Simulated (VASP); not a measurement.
Runs of VASP 6.6.1 on CsCu2. The structure is that of space group Fm-3m (No. 225), or close to it. The cells are those of the table. 

| task | cell | k mesh | cutoff (eV) | gap on the mesh (eV) | pressure (GPa) | relaxed volume (Å³/atom) |
| --- | --- | --- | --- | --- | --- | --- |
| single point | a = 5.682 Å, angles 60.0°, 3 atoms | 4 × 4 × 4 | 520 | none | 0.1 | - |
| relaxation of cell and atoms | relaxed from a = 5.682 Å, angles 60.0°, 3 atoms | 10 × 10 × 10 | 600 | none | 0.0 | 44.84 |
| single point | a = 5.737 Å, angles 60.0°, 3 atoms | 10 × 10 × 10 | 520 | none | 0.0 | - |
| single point | a = 4.615 Å, angles 60.0°, 3 atoms | 6 × 6 × 6 | 520 | none | 11.3 | - |
| relaxation of cell and atoms | relaxed from a = 4.615 Å, angles 60.0°, 3 atoms | 4 × 4 × 4 | 600 | none | 0.1 | (a) |

Alike in all rows: level PBE; potentials or basis VASP PAW PBE potentials, release 64 (Cs_sv, Cu); no spin polarisation; smearing gaussian 0.1 eV.

**Question.** Fill in the values left out.

**Answer.** (a) 43.16.

Caveats: some runs use coarse meshes; spin-orbit coupling is left out, which moves the levels of the heavy elements; the cell stands under pressure (at least some runs); the volume moved by over 15 % at a fixed basis, so the end points are rough (at least some runs).

A k mesh can miss the band edges, and the runs leave out spin-orbit coupling on Cs.

A gap of «none» marks levels without a gap at the run's occupations.
